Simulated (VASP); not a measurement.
## BaTiO3: single point with r2SCAN

BaTiO3:

```
CELL_PARAMETERS angstrom
2.83995 1.63964 2.33128
-2.83995 1.63964 2.33128
0.00000 -3.27929 2.33128
ATOMIC_POSITIONS crystal
Ba 0.00126 0.00126 0.00126
Ti 0.51472 0.51472 0.51472
O 0.48824 0.97865 0.48824
O 0.48824 0.48824 0.97865
O 0.97865 0.48824 0.48824
```

```
Program                : VASP 6.6.1
Task                   : single point
Functional             : r2SCAN
Potentials or basis    : VASP PAW PBE potentials, release 64 (Ba_sv, Ti_sv, O)
Cutoff                 : 520 eV
k mesh                 : 6 × 6 × 6
Occupations            : gaussian, width 0.01 eV
Spin                   : no spin polarisation
Dipole correction      : no
Further INCAR settings : ALGO = Normal; EDIFF = 1e-06; NBANDS = 28
```

```
Pressure               : 1.9 GPa
Largest force          : 0.175 eV/Å
Band gap on the k mesh : 2.85 eV, indirect (least direct gap 3.31 eV)
```

Forces in eV/Å, atoms in the order of the input:
```
Ba   0.000  0.000 -0.031
Ti   0.000  0.000 -0.175
O   -0.065  0.038  0.069
O    0.000 -0.075  0.069
O    0.065  0.038  0.069
```

Stress tensor (GPa, compression positive):
```
1.98 0.00 0.00
0.00 1.98 0.00
0.00 0.00 1.84
```

Levels at points of the mesh, in eV from the valence-band top:
| k point | band 18 | band 19 | band 20 | band 21 | band 22 | band 23 |
| --- | --- | --- | --- | --- | --- | --- |
| (0.00, 0.00, 0.00) | -0.58 | -0.46 | -0.46 | 2.85 | 2.85 | 2.99 |
| (0.50, 0.00, 0.00) | -1.58 | -1.01 | -0.89 | 3.01 | 4.14 | 4.26 |
| (0.50, 0.50, 0.00) | -0.91 | -0.86 | -0.09 | 4.23 | 4.23 | 4.58 |
| (0.50, 0.50, 0.50) | -0.02 | -0.02 | 0.00 | 4.67 | 4.85 | 4.85 |

Wall time 7 min on 1 thread of Intel Xeon 8259CL, with other jobs on the host, peak memory 0.21 GiB.

Caveat: the PAW data sets were made with another functional, which shifts forces and pressure a little; spin-orbit coupling is left out, which moves the levels of the heavy elements. r2SCAN opens gaps a little over a GGA but as a rule still falls short of measured ones.
